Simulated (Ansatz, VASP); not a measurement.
# Two plane-wave programs on SiC3

INCAR

```
SYSTEM = SiC3
PREC = Accurate
ENCUT = 520
EDIFF = 1E-7
ISMEAR = 0
SIGMA = 0.1
LREAL = .False.
LASPH = .True.
NELM = 150
ALGO = Normal
ISIF = 2
LWAVE = .False.
LCHARG = .True.
ISPIN = 2
MAGMOM = 0 1 1 1
LORBIT = 11
GGA = PE
LELF = .True.
LVHAR = .True.
NBANDS = 20
```

Contents of KPOINTS:

```
Automatic mesh
0
Gamma
  6 6 2
  0 0 0
```

POSCAR

```
SiC3
1.0
    2.6720936500      0.0000000000      0.0000000000
   -1.3360468300      2.3141009800      0.0000000000
    0.0000000000      0.0000000000      8.6744468400
Si C
1 3
Direct
    0.3333333300      0.6666666700      0.5000000000
    0.3333333300      0.6666666700      0.0000000000
    0.6666666700      0.3333333300      0.2500000000
    0.6666666700      0.3333333300      0.7500000000
```

Input for Ansatz:

```yaml
crystal:
  lattice:
    - [2.67209365, 0.0, 0.0]
    - [-1.33604683, 2.31410098, 0.0]
    - [0.0, 0.0, 8.67444684]
  atoms:
    - { symbol: Si, position: [0.33333333, 0.66666667, 0.5] }
    - { symbol: C, position: [0.33333333, 0.66666667, 0.0], spin: 1.0 }
    - { symbol: C, position: [0.66666667, 0.33333333, 0.25], spin: 1.0 }
    - { symbol: C, position: [0.66666667, 0.33333333, 0.75], spin: 1.0 }
basis:
  ecutwfc: 420
kpoints:
  mp_grid: { grid: [6, 6, 2] }
hamiltonian:
  xc: pbe
scf:
  occupations: { method: gaussian, width: 0.1 }
  lower_state_search: "off"
output:
  forces: true
  stress: true
  eigenvalues: true
  populations: true
magnetization:
  spin_polarized: true
```

Alike in both runs: task single point; functional PBE; k mesh 6 × 6 × 2; occupations gaussian, width 0.1 eV; collinear spin.

|  | VASP | Ansatz |
| --- | --- | --- |
| version | VASP 6.6.1 | Ansatz 0.2.0 |
| potentials or method | VASP PAW PBE potentials, release 64 (Si, C), cutoff 520 eV | scalar-relativistic, plane waves, PAW |
| valence electrons in the cell | 16 | 16 |

|  | VASP | Ansatz | Ansatz less VASP |
| --- | --- | --- | --- |
| gap on the k mesh at the Fermi level (eV) | none | none | - |
| pressure (GPa) | -23.7 | -23.7 | -0.02 |
| traceless stress, the component that is largest in VASP (GPa) | -7.98 | -7.99 | -0.002 |
| rms of the force components (eV/Å) | 0.060 | 0.060 | +0.0001 |
| net moment per atom (μB) | 0.00 | 0.00 | 0.000 |

Atom by atom the forces differ by 0.000 eV/Å (rms over components). A gap of «none» marks a metal or a gap that the smearing closes. The functional is the same, so the differences come from potentials, cutoffs and numerics. Ansatz's warnings: seeded moment not kept.

The k mesh is coarse, so the values compare programs but aren't converged.
